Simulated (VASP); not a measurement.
Write the native input for VASP 6.6.1 that does the following.

```yaml
Task: single point
Functional: RPBE
Potentials_or_basis: VASP PAW PBE potentials, release 64 (Co)
Cutoff: 600 eV
k_mesh: 10 × 10 × 3
Occupations: fermi-dirac, width 0.15 eV
Spin: collinear spin, ferromagnetic start
Starting_moments: "[2.5, 2.5, 2.5, 2.5] μB"
Dipole_correction: no
Further_INCAR_settings: ALGO = Normal; EDIFF = 1e-06; NBANDS = 30
```

The structure of Co lies in POSCAR:

```
Co
1.0
    2.4705600000      0.0000000000      0.0000000000
   -1.2352800000      2.1395700000      0.0000000000
    0.0000000000      0.0000000000      8.0882300000
Co
4
Direct
    0.0000000000      0.0000000000      0.0000000000
    0.3333333333      0.6666666667      0.2500000000
    0.0000000000      0.0000000000      0.5000000000
    0.6666666667      0.3333333333      0.7500000000
```

One way to write it, as run:

INCAR

```
SYSTEM = Co
PREC = Accurate
ENCUT = 600
EDIFF = 1E-6
ISMEAR = -1
SIGMA = 0.15
LREAL = .False.
LASPH = .True.
NELM = 200
ALGO = Normal
ISIF = 2
LWAVE = .False.
LCHARG = .False.
ISPIN = 2
MAGMOM = 2.5 2.5 2.5 2.5
LORBIT = 11
LMAXMIX = 4
GGA = RP
NBANDS = 30
GGA_COMPAT = .False.
```

KPOINTS

```
regular mesh
0
Gamma
  10 10 3
  0 0 0
```

Potentials or basis: VASP PAW PBE potentials, release 64 (Co).

Command:

```sh
$ cat potpaw_PBE.64/Co/POTCAR > POTCAR
$ mpirun -np 1 vasp_std > vasp.out
```

It gave:

```yaml
Pressure: 10.0 GPa
Net_moment: 6.55 μB per cell
Site_moments: Co +1.65, +1.66 (each value once) μB
Valence_electrons_inside_the_program's_atomic_spheres: Co 8.30
```

Caveat: the cell stands under pressure; the PAW data sets were made with another functional, which shifts forces and pressure a little.

It took 120 s on 1 thread of Intel(R) Xeon(R) Platinum 8259CL CPU @ 2.50GHz (Skylake/Cascade Lake), on a shared host, peak memory 0.22 GiB.
